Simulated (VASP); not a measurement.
# BN (P1) in VASP: notebook

Runs on BN. Level: r2SCAN. Tasks: single point.

Everything below comes from runs of VASP 6.6.1. Logs are shortened: lines on timing, memory, paths and dates and some standing lists are left out, and cuts for length are marked.

## 1. The cell of the first run

The typed cell holds 12 atoms: a = 2.544 Å, b = 2.544 Å, c = 12.646 Å, α = 88.27°, β = 86.54°, γ = 60.00°.

## 2. Single point, r2SCAN (the part above a cut slid along it)

The input, POSCAR:

```
BN
1.0
   -2.5439665234      0.0000000000      0.0000000000
   -1.2719832617     -2.2031396357      0.0000000000
   -0.7631899570      0.0000000000     12.6232348039
B N
6 6
Direct
    0.5979317076      0.6666666667      0.2291165303
    0.4979317076      0.6666666667      0.5624498636
    0.3979317076      0.6666666667      0.8957831970
    0.3145983742      0.3333333333      0.0624498636
    0.2145983742      0.3333333333      0.3957831970
    0.1145983742      0.3333333333      0.7291165303
    0.6353916258      0.6666666667      0.1042501364
    0.5353916258      0.6666666667      0.4375834697
    0.4353916258      0.6666666667      0.7709168030
    0.0520582924      0.3333333333      0.9375834697
    0.2520582924      0.3333333333      0.2709168030
    0.1520582924      0.3333333333      0.6042501364
```

The input, INCAR.step1:

```
ALGO = Normal
EDIFF = 1E-4
ENCUT = 520
GGA = PE
ISMEAR = 0
LASPH = T
LCHARG = F
LREAL = F
LWAVE = T
NBANDS = 36
NELM = 60
PREC = Accurate
SIGMA = 0.05
```

The input, INCAR.step2:

```
ALGO = Normal
EDIFF = 1E-7
ENCUT = 520
ISIF = 2
ISMEAR = 0
ISTART = 1
LASPH = T
LCHARG = T
LELF = T
LMIXTAU = T
LREAL = F
LVHAR = T
LWAVE = F
METAGGA = R2SCAN
NBANDS = 36
NELM = 60
PREC = Accurate
SIGMA = 0.05
```

The input, KPOINTS:

```
k-points
0
Gamma
  10 10 2
```

Potentials or basis: VASP PAW PBE potentials, release 64 (B, N).

Started as:

```
> cat potpaw_PBE.64/B/POTCAR potpaw_PBE.64/N/POTCAR > POTCAR
> cp INCAR.step1 INCAR
> mpirun -np 1 vasp_std > vasp.out
> cp INCAR.step2 INCAR
> mpirun -np 1 vasp_std > vasp.out
```

OUTCAR:

```text
EDIFF = 1E-7
   ENCUT = 520
   ISIF = 2
   ISMEAR = 0
   ISTART = 1
   LASPH = T
   LREAL = F
   METAGGA = R2SCAN
   NELM = 60
   PREC = Accurate

 ion  position               nearest neighbor table
   1  0.598  0.667  0.229-  11 1.56  11 1.56  11 1.56   7 1.58
   2  0.498  0.667  0.562-  12 1.56  12 1.56  12 1.56   8 1.58
   3  0.398  0.667  0.896-  10 1.56  10 1.56  10 1.56   9 1.58
   4  0.315  0.333  0.062-   7 1.56   7 1.56   7 1.56  10 1.75
   5  0.215  0.333  0.396-   8 1.56   8 1.56   8 1.56  11 1.58
   6  0.115  0.333  0.729-   9 1.56   9 1.56   9 1.56  12 1.58
   7  0.635  0.667  0.104-   4 1.56   4 1.56   4 1.56   1 1.58
   8  0.535  0.667  0.438-   5 1.56   5 1.56   5 1.56   2 1.58
   9  0.435  0.667  0.771-   6 1.56   6 1.56   6 1.56   3 1.58
  10  0.052  0.333  0.938-   3 1.56   3 1.56   3 1.56   4 1.75
  11  0.252  0.333  0.271-   1 1.56   1 1.56   1 1.56   5 1.58
  12  0.152  0.333  0.604-   2 1.56   2 1.56   2 1.56   6 1.58

  LATTYP: Found a base centered monoclinic cell.
 ALAT       =     2.5439665234
 B/A-ratio  =     1.7320508076
 C/A-ratio  =     4.9710892610
 COS(beta)  =    -0.0603489465

  Lattice vectors:

 A1 = (   1.2719832617,  -2.2031396357,   0.0000000000)
 A2 = (   1.2719832617,   2.2031396357,   0.0000000000)
 A3 = (  -0.7631899570,   0.0000000000,  12.6232348039)

Analysis of symmetry for initial positions (statically):
=====================================================================
 Subroutine PRICEL returns:
 Original cell was already a primitive cell.

 Routine SETGRP: Setting up the symmetry group for a
 base centered monoclinic supercell.

 Subroutine GETGRP returns: Found  1 space group operations
 (whereof  1 operations were pure point group operations)
 out of a pool of  4 trial point group operations.

The static configuration has the point symmetry C_1 .

Analysis of symmetry for dynamics (positions and initial velocities):
=====================================================================
 Subroutine PRICEL returns:
 Original cell was already a primitive cell.

 Routine SETGRP: Setting up the symmetry group for a
 base centered monoclinic supercell.

 Subroutine GETGRP returns: Found  1 space group operations
 (whereof  1 operations were pure point group operations)
 out of a pool of  4 trial point group operations.

The dynamic configuration has the point symmetry C_1 .

 Subroutine INISYM returns: Found  1 space group operations
 (whereof  1 operations are pure point group operations),
 and found     1 'primitive' translations

----------------------------------------------------------------------------------------

                                     Primitive cell

  volume of cell :      70.7496

  direct lattice vectors                    reciprocal lattice vectors
    -2.543966523  0.000000000  0.000000000    -0.393086934  0.226948847 -0.023765699
    -1.271983262 -2.203139636  0.000000000     0.000000000 -0.453897694  0.000000000
    -0.763189957  0.000000000 12.623234804     0.000000000  0.000000000  0.079218997

  length of vectors
     2.543966523  2.543966523 12.646284665     0.454519444  0.453897694  0.079218997

  position of ions in fractional coordinates (direct lattice)
     0.597931708  0.666666667  0.229116530
     0.497931708  0.666666667  0.562449864
     0.397931708  0.666666667  0.895783197
     0.314598374  0.333333333  0.062449864
     0.214598374  0.333333333  0.395783197
     0.114598374  0.333333333  0.729116530
     0.635391626  0.666666667  0.104250136
     0.535391626  0.666666667  0.437583470
     0.435391626  0.666666667  0.770916803
     0.052058292  0.333333333  0.937583470
     0.252058292  0.333333333  0.270916803
     0.152058292  0.333333333  0.604250136

  ion indices of the primitive-cell ions
   primitive index   ion index
                 1           1
                 2           2
                 3           3
                 4           4
                 5           5
                 6           6
                 7           7
                 8           8
                 9           9
                10          10
                11          11
                12          12

----------------------------------------------------------------------------------------

 KPOINTS: k-points

Automatic generation of k-mesh.
 Grid dimensions read from file:
 generate k-points for:   10   10    2

 Generating k-lattice:

  Cartesian coordinates                     Fractional coordinates (reciprocal lattice)
    -0.039308693  0.022694885 -0.002376570     0.100000000 -0.000000000  0.000000000
     0.000000000 -0.045389769  0.000000000     0.000000000  0.100000000  0.000000000
     0.000000000  0.000000000  0.039609498     0.000000000  0.000000000  0.500000000

  Length of vectors
     0.045451944  0.045389769  0.039609498

  Shift w.r.t. Gamma in fractional coordinates (k-lattice)
     0.000000000  0.000000000  0.000000000

 Subroutine IBZKPT returns following result:
 ===========================================

 Found    104 irreducible k-points:

 Following reciprocal coordinates:
            Coordinates               Weight
  0.000000  0.000000  0.000000      1.000000
  0.100000  0.000000  0.000000      2.000000
 -0.100000 -0.100000  0.000000      2.000000
  0.200000  0.000000  0.000000      2.000000
 -0.200000 -0.200000  0.000000      2.000000
  0.300000  0.000000  0.000000      2.000000
[... 16 lines left out ...]
  0.300000  0.400000  0.000000      2.000000
 -0.200000  0.100000  0.000000      2.000000
 [... further k-points ...]
   k-points           NKPTS =    104   k-points in BZ     NKDIM =    104   number of bands    NBANDS=     36
   number of dos      NEDOS =    301   number of ions     NIONS =     12
   total plane-waves  NPLWV =  38400
   dimension x,y,z NGX =    20 NGY =   20 NGZ =   96
   dimension x,y,z NGXF=    40 NGYF=   40 NGZF=  192
   ions per type =               6   6
   NGX,Y,Z   is equivalent  to a cutoff of  13.07, 13.07, 12.62 a.u.
   NGXF,Y,Z  is equivalent  to a cutoff of  26.14, 26.14, 25.24 a.u.
 SYSTEM =  unknown system
   PREC   = accura    normal or accurate (medium, high low for compatibility)
   ISTART =      1    job   : 0-new  1-cont  2-samecut
   ICHARG =      0    charge: 1-file 2-atom 10-const
   ISPIN  =      1    spin polarized calculation?
   LNONCOLLINEAR =      F non collinear calculations
   LSORBIT =      F    spin-orbit coupling
   LASPH  =      T    aspherical Exc in radial PAW
   ENCUT  =  520.0 eV  38.22 Ry    6.18 a.u.   4.73  4.73 23.51*2*pi/ulx,y,z
   NELM   =     60;   NELMIN=  2; NELMDL=  0     # of ELM steps
   EDIFF  = 0.1E-06   stopping-criterion for ELM
   LREAL  =      F    real-space projection
   EDIFFG = 0.1E-05   stopping-criterion for IOM
   NSW    =      0    number of steps for IOM
   IBRION =     -1    ionic relax: 0-MD 1-quasi-New 2-CG
   NFREE  =      0    steps in history (QN), initial steepest desc. (CG)
   ISIF   =      2    stress and relaxation
   ISYM   =      2    0-nonsym 1-usesym 2-fastsym
   POTIM  = 0.5000    time-step for ionic-motion
   TEBEG  =    0.0;   TEEND  =   0.0 temperature during run
   PSTRESS=    0.0 pullay stress
   NELECT =      48.0000    total number of electrons
   NUPDOWN=      -1.0000    fix difference up-down
   EMIN   =  10.00;   EMAX   =-10.00  energy-range for DOS
   EFERMI =   0.00;   METHOD = LEGACY
   ISMEAR =     0;   SIGMA  =   0.05  broadening in eV -4-tet -1-fermi 0-gaus
   EFERMI_NEDOS =   21; number of points for ismear=-14 and -15
   IALGO  =     38    algorithm
   IMIX   =      4    mixing-type and parameters
     AMIX     =   0.40;   BMIX     =  1.00
     AMIX_MAG =   1.60;   BMIX_MAG =  1.00
  volume/ion in A,a.u.               =       5.90        39.79
  Fermi-wavevector in a.u.,A,eV,Ry     =   1.438513  2.718396 28.154815  2.069321
  Thomas-Fermi vector in A             =   2.557472
   LORBIT       =      0    0 simple, 1 ext, 2 COOP (PROOUT), +10 PAW based schemes
   METAGGA = R2SCAN    functional components
   LHFCALC =     F    Hartree Fock is set to
   AEXX    =    0.0000 exact exchange contribution
   IVDW    =     0    specifies the selected vdW correction
   LEPSILON=     F    determine dielectric tensor
   LRPA    =     F    only Hartree local field effects (RPA)
 non-spin polarized calculation
 Gauss-broadening in eV      SIGMA  =   0.05
  energy-cutoff  :      520.00
  volume of cell :       70.75
 maximum number of plane-waves:      1921
   NGX =  9   NGY =  9   NGZ = 47

 number of electron      47.9999994 magnetization

 Free energy of the ion-electron system (eV)
  ---------------------------------------------------
  ext. energy  EPLUGINS =         0.00000000
  ---------------------------------------------------
  free energy    TOTEN  =      -113.16855686 eV

  energy without entropy =     -113.16855686  energy(sigma->0) =     -113.16855686

 E-fermi :   8.0053     XC(G=0): -13.6630

 val. band max:        7.7221148473   @ k =   0.0000   0.0000   0.0000
 cond. band min:      12.0788915945   @ k =   0.5000   0.5000   0.0000
 fundamental gap:      4.3567767471
 Fermi energy:         8.0052749603

 k-point     1 :       0.0000    0.0000    0.0000
  band No.  band energies     occupation
      1     -14.0854      2.00000
      2     -13.4037      2.00000
      3     -13.2671      2.00000
      4     -11.5151      2.00000
      5     -11.3733      2.00000
      6      -9.7448      2.00000
[... 28 lines left out ...]
     35      17.8535      0.00000
     36      18.2131      0.00000
[... 866 lines left out ...]
      6      -8.6820      2.00000
[... 28 lines left out ...]
     35      19.3749      0.00000
     36      19.8296      0.00000

 [... further k-points ...]

------------------------ aborting loop because EDIFF is reached ----------------------------------------

  FORCE on cell =-STRESS in cart. coord.  units (eV):
  Direction    XX          YY          ZZ          XY          YZ          ZX
  --------------------------------------------------------------------------------------
  -------------------------------------------------------------------------------------
  Total       -2.4302654      0.9980308      3.3541053     -0.8270777     -1.6568799      6.9086369
  in kB      -55.0351580     22.6011456     75.9561937    -18.7297856    -37.5212711    156.4511913
  external PRESSURE =      14.5073938 kB  Pullay stress =       0.0000000 kB

 VOLUME and BASIS-vectors are now :
 -----------------------------------------------------------------------------
  energy-cutoff  :      520.00
  volume of cell :       70.75
      direct lattice vectors                 reciprocal lattice vectors
    -2.543966523  0.000000000  0.000000000    -0.393086934  0.226948847 -0.023765699
    -1.271983262 -2.203139636  0.000000000     0.000000000 -0.453897694  0.000000000
    -0.763189957  0.000000000 12.623234804     0.000000000  0.000000000  0.079218997

 POSITION                                       TOTAL-FORCE (eV/Angst)
 -----------------------------------------------------------------------------------
     -2.54397     -1.46876      2.89219         0.181924     -0.150498      0.238344
     -2.54397     -1.46876      7.09994        -0.001502      0.000127      0.124431
     -2.54397     -1.46876     11.30768        -0.104205     -0.426995     -0.060677
     -1.27198     -0.73438      0.78832         3.045979      0.140322      0.414266
     -1.27198     -0.73438      4.99606         0.002149     -0.009958      0.127758
     -1.27198     -0.73438      9.20381        -0.030529      0.004537      0.134626
     -2.54397     -1.46876      1.31597         0.396268     -0.598580      0.451035
     -2.54397     -1.46876      5.52372         0.001176     -0.000639     -0.124396
     -2.54397     -1.46876      9.73146        -0.178833      0.050281     -0.270808
     -1.27198     -0.73438     11.83534        -3.320116      1.015968     -0.792087
     -1.27198     -0.73438      3.41985         0.010653     -0.025106     -0.112768
     -1.27198     -0.73438      7.62759        -0.002965      0.000540     -0.129724
 -----------------------------------------------------------------------------------
    total drift:                               -0.000439      0.000020      0.005594

  FREE ENERGIE OF THE ION-ELECTRON SYSTEM (eV)
  ---------------------------------------------------
  free  energy   TOTEN  =      -113.1685568634 eV

  energy  without entropy=     -113.1685568634  energy(sigma->0) =     -113.16855686
```

It took 26 min on 1 thread of Oxide Virtual Turin-like, shared host; peak memory 0.28 GiB.

Results:

| Item | Value |
| --- | --- |
| Free energy | -113.1686 eV |
| Pressure | 1.5 GPa |
| Largest force | 3.561 eV/Å |
| Band gap on the k mesh | 4.36 eV (least direct gap 6.17 eV) |

Forces in eV/Å, atoms in the order of the input:
```
B    0.182 -0.150  0.238
B   -0.002  0.000  0.124
B   -0.104 -0.427 -0.061
B    3.046  0.140  0.414
B    0.002 -0.010  0.128
B   -0.031  0.005  0.135
N    0.396 -0.599  0.451
N    0.001 -0.001 -0.124
N   -0.179  0.050 -0.271
N   -3.320  1.016 -0.792
N    0.011 -0.025 -0.113
N   -0.003  0.001 -0.130
```

Caveat: the cell differs from its parent crystal (the part above a cut slid along it); the stress differs along the axes, from -6 to 8 GPa; the PAW data sets were made with another functional, which shifts forces and pressure a little. A k mesh can miss the band edges.

## 3. Single point, r2SCAN (the part above a cut slid along it)

The input, POSCAR:

```
BN
1.0
   -2.5439665234      0.0000000000      0.0000000000
   -1.2719832617     -2.2031396357      0.0000000000
   -0.5087933047      0.0000000000     12.6232348039
B N
6 6
Direct
    0.6208433606      0.6666666667      0.2291165303
    0.5541766939      0.6666666667      0.5624498636
    0.4875100273      0.6666666667      0.8957831970
    0.3208433606      0.3333333333      0.0624498636
    0.2541766939      0.3333333333      0.3957831970
    0.1875100273      0.3333333333      0.7291165303
    0.6458166394      0.6666666667      0.1042501364
    0.5791499727      0.6666666667      0.4375834697
    0.5124833061      0.6666666667      0.7709168030
    0.1458166394      0.3333333333      0.9375834697
    0.2791499727      0.3333333333      0.2709168030
    0.2124833061      0.3333333333      0.6042501364
```

The input, INCAR.step1:

```
SYSTEM = BN
  PREC = Accurate
  ENCUT = 520
  ISMEAR = 0
  SIGMA = 0.05
  LREAL = .FALSE.
  LASPH = .TRUE.
  NELM = 100
  NBANDS = 36
  GGA = PE
  ALGO = Normal
  EDIFF = 1E-4
  LWAVE = .TRUE.
  LCHARG = .FALSE.
```

The input, INCAR.step2:

```
SYSTEM = BN
  PREC = Accurate
  ENCUT = 520
  EDIFF = 1E-7
  ISMEAR = 0
  SIGMA = 0.05
  LREAL = .FALSE.
  LASPH = .TRUE.
  NELM = 100
  ALGO = Normal
  ISIF = 2
  LWAVE = .FALSE.
  LCHARG = .FALSE.
  METAGGA = R2SCAN
  LMIXTAU = .TRUE.
  NBANDS = 36
  ISTART = 1
```

The input, KPOINTS:

```
regular mesh
0
G
  10 10 2
  0 0 0
```

Potentials or basis: VASP PAW PBE potentials, release 64 (B, N).

Started as:

```
> cat potpaw_PBE.64/B/POTCAR potpaw_PBE.64/N/POTCAR > POTCAR
> cp INCAR.step1 INCAR
> mpirun -np 1 vasp_std > vasp.out
> cp INCAR.step2 INCAR
> mpirun -np 1 vasp_std > vasp.out
```

It took 21 min on 1 thread of Oxide Virtual Turin-like, shared host; peak memory 0.28 GiB.

It converged, with:

```
Free energy            : -114.0245 eV
Pressure               : 1.1 GPa
Largest force          : 2.684 eV/Å
Band gap on the k mesh : 5.51 eV (least direct gap 7.75 eV)
```

Forces on the atoms (eV/Å):
```
B    0.155 -0.067  0.121
B   -0.001  0.000  0.064
B   -0.115 -0.212 -0.030
B    2.479  0.076  0.025
B    0.002 -0.004  0.066
B   -0.025  0.002  0.068
N    0.277 -0.283  0.204
N    0.001  0.000 -0.064
N   -0.144  0.022 -0.134
N   -2.634  0.476 -0.196
N    0.008 -0.011 -0.058
N   -0.002  0.000 -0.066
```

Stress tensor (GPa, compression positive):
```
-2.10 -1.44 12.59
-1.44  1.71 -1.67
12.59 -1.67  3.62
```

Levels at points of the mesh, in eV from the valence-band top:
| k point | band 21 | band 22 | band 23 | band 24 | band 25 | band 26 | band 27 | band 28 |
| --- | --- | --- | --- | --- | --- | --- | --- | --- |
| (0.00, 0.00, 0.00) | -0.72 | -0.37 | -0.21 | 0.00 | 8.29 | 8.86 | 9.10 | 9.24 |
| (0.50, 0.00, 0.00) | -3.45 | -3.27 | -2.80 | -2.36 | 6.26 | 7.02 | 7.22 | 7.23 |
| (0.50, 0.50, 0.00) | -3.49 | -3.28 | -2.74 | -2.25 | 5.51 | 7.03 | 7.14 | 7.29 |
| (0.00, 0.50, 0.00) | -3.56 | -3.21 | -2.98 | -2.36 | 6.63 | 6.91 | 7.15 | 7.31 |
| (0.00, 0.00, 0.50) | -0.54 | -0.38 | -0.29 | -0.22 | 8.32 | 8.94 | 9.12 | 9.20 |
| (0.50, 0.00, 0.50) | -3.91 | -3.07 | -2.65 | -2.56 | 6.35 | 7.01 | 7.15 | 7.29 |
| (0.50, 0.50, 0.50) | -3.99 | -3.16 | -2.63 | -2.42 | 5.64 | 7.08 | 7.19 | 7.34 |
| (0.00, 0.50, 0.50) | -3.87 | -3.59 | -2.66 | -2.54 | 6.72 | 7.01 | 7.20 | 7.27 |

Caveat: the cell differs from its parent crystal (the part above a cut slid along it); the stress differs along the axes, from -2 to 4 GPa; the PAW data sets were made with another functional, which shifts forces and pressure a little.
